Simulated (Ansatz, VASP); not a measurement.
Ag in VASP and in Ansatz

```
Ag
1.0
     1.46624    0.84653    2.39474
    -1.46624    0.84653    2.39474
     0.00000   -1.69306    2.39474
Ag
1
Direct
  0.50000 0.50000 0.50000
```

Alike in both runs: functional PBE; k mesh 24 × 24 × 24; occupations gaussian, width 0.1 eV; no spin polarisation.

Ansatz relaxed the structure, and its values are those at the end. VASP's run is a single point on that final structure, the one shown.

```csv
,VASP,Ansatz
version,VASP 6.6.1,Ansatz 0.2.0
potentials or method,"VASP PAW PBE potentials, release 64 (Ag), cutoff 520 eV","scalar-relativistic, plane waves, PAW"
valence electrons in the cell,11,19
```

|  | VASP | Ansatz | Ansatz less VASP |
| --- | --- | --- | --- |
| gap on the k mesh at the Fermi level (eV) | none | none | - |
| pressure (GPa) | -0.1 | 0.0 | +0.06 |

A gap of «none» marks a metal or a gap that the smearing closes. VASP's potentials hold 11 valence electrons a cell and Ansatz's 19, so a difference there can come from the potentials and not from the codes.
